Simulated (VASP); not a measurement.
AlNi3, 4 atoms in the cell. It takes space group Pm-3m (No. 221, cubic). Conventional cell: a = 3.523 Å, b = 3.523 Å, c = 3.523 Å, α = 90.00°, β = 90.00°, γ = 90.00°. Within 3.3 Å of Ni (site symmetry 4/mmm) lie 8 Ni at 2.49 Å and 4 Al at 2.49 Å. Al (site symmetry m-3m) has 12 Ni at 2.49 Å within 3.3 Å. 

```yaml
Program: VASP 6.6.1
Task: single point
Functional: PBEsol
Potentials_or_basis: VASP PAW PBE potentials, release 64 (Ni, Al)
Cutoff: 520 eV
k_mesh: 8 × 8 × 8
Occupations: fermi-dirac, width 0.05 eV
Spin: collinear spin, ferromagnetic start
Starting_moments: "[1.0, 1.0, 1.0, 0.0] μB"
Dipole_correction: no
Further_INCAR_settings: ALGO = Fast; EDIFF = 1e-06; NBANDS = 28
```

Potentials or basis: VASP PAW PBE potentials, release 64 (Ni, Al).

The run is started by

```sh
$ cat potpaw_PBE.64/Ni/POTCAR potpaw_PBE.64/Al/POTCAR > POTCAR
$ mpirun -np 1 vasp_std > vasp.out
```

Hardware: 1 thread of Intel(R) Xeon(R) Platinum 8559C (Emerald Rapids) (shared host).

Question: How long does it take, and how much memory?

Answer: It took 51 s on 1 thread of Intel(R) Xeon(R) Platinum 8559C (Emerald Rapids), on a shared host, peak memory 0.2 GiB. Counts: scf iterations 15, k points 35.
